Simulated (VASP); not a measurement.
Runs of VASP 6.6.1 on Te. The structure is that of space group Pm-3m (No. 221), or close to it. The cells are those of the table. 

| cell | gap on the mesh (eV) | pressure (GPa) |
| --- | --- | --- |
| a = 2.500 Å, 1 atom | none | 172.7 |
| a = 2.900 Å, 1 atom | none | 26.1 |
| a = 3.019 Å, 1 atom | none | (a) |
| a = 3.150 Å, 1 atom | none | 0.0 |

Alike in all rows: task single point; level PBEsol; potentials or basis VASP PAW PBE potentials, release 64 (Te); no spin polarisation; k mesh 13 × 13 × 13; cutoff (eV) 520; smearing fermi-dirac 0.08 eV.

Q: Fill in the values left out.

A: (a) 10.2.

Caveats: the PAW data sets were made with another functional, which shifts forces and pressure a little; spin-orbit coupling is left out, which moves the levels of the heavy elements.

A k mesh can miss the band edges, and the runs leave out spin-orbit coupling on Te.

A gap of «none» marks levels without a gap at the run's occupations.
